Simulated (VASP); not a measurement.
Write the native input for VASP 6.6.1 that does the following.

| Item | Value |
| --- | --- |
| Task | single point |
| Functional | BLYP |
| Potentials or basis | VASP PAW PBE potentials, release 64 (Zr_sv) |
| Cutoff | 520 eV |
| k mesh | 14 × 14 × 14 |
| Occupations | fermi-dirac, width 0.1 eV |
| Spin | no spin polarisation |
| Dipole correction | no |
| Further INCAR settings | ALGO = Normal; EDIFF = 1e-06; NBANDS = 12 |

The structure of Zr lies in POSCAR:

```
Zr
1.0
   -1.8802869391      1.8802869391      1.8802869391
    1.8802869391     -1.8802869391      1.8802869391
    1.8802869391      1.8802869391     -1.8802869391
Zr
1
Direct
    0.0000000000      0.0000000000      0.0000000000
```

This isn't the form of Zr at room conditions, which is hcp.

The input as run:

INCAR

```
SYSTEM = Zr
  PREC = Accurate
  ENCUT = 520
  EDIFF = 1E-6
  ISMEAR = -1
  SIGMA = 0.1
  LREAL = .FALSE.
  LASPH = .TRUE.
  NELM = 80
  ALGO = Normal
  ISIF = 2
  LWAVE = .FALSE.
  LCHARG = .FALSE.
  GGA = B5
  ALDAX = 1.0
  AGGAX = 1.0
  AGGAC = 1.0
  ALDAC = 0.0
  NBANDS = 12
```

KPOINTS

```
Automatic mesh
0
G
  14 14 14
  0 0 0
```

Potentials or basis: VASP PAW PBE potentials, release 64 (Zr_sv).

Run with:

```sh
$ cat potpaw_PBE.64/Zr_sv/POTCAR > POTCAR
$ mpirun -np 1 vasp_std > vasp.out
```

It gave:

* Pressure: -7.7 GPa
* Band gap on the k mesh: zero (bands 6 and 7 overlap by 1.46 eV)

Caveat: the cell stands under tension; the PAW data sets were made with another functional, which shifts forces and pressure a little.

It took 43 s on 1 thread of Intel Xeon 8259CL, on a shared host, peak memory 0.16 GiB.
